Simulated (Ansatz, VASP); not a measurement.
## One calculation of Si2W, two programs

```
Si W
1.0
    -1.61114    1.61114    3.47669
     1.61114   -1.61114    3.47669
     1.61114    1.61114   -3.47669
Si W
2 1
Cartesian
  0.0000 0.0000 2.3264
  0.0000 0.0000 4.6270
  0.0000 0.0000 0.0000
```

Alike in both runs: task single point; functional PBE; k mesh 18 × 18 × 18; occupations gaussian, width 0.15 eV; no spin polarisation.

|  | VASP | Ansatz |
| --- | --- | --- |
| version | VASP 6.6.1 | Ansatz 0.2.0 |
| potentials or method | VASP PAW PBE potentials, release 64 (Si, W_sv), cutoff 520 eV | scalar-relativistic, plane waves, PAW |
| valence electrons in the cell | 22 | 22 |

|  | VASP | Ansatz | Ansatz less VASP |
| --- | --- | --- | --- |
| gap on the k mesh at the Fermi level (eV) | none | none | - |
| rms of the force components (eV/Å) | 0.051 | 0.047 | -0.0040 |

Atom by atom the forces differ by 0.004 eV/Å (rms over components). A gap of «none» marks a metal or a gap that the smearing closes.

Spin-orbit coupling is off throughout.
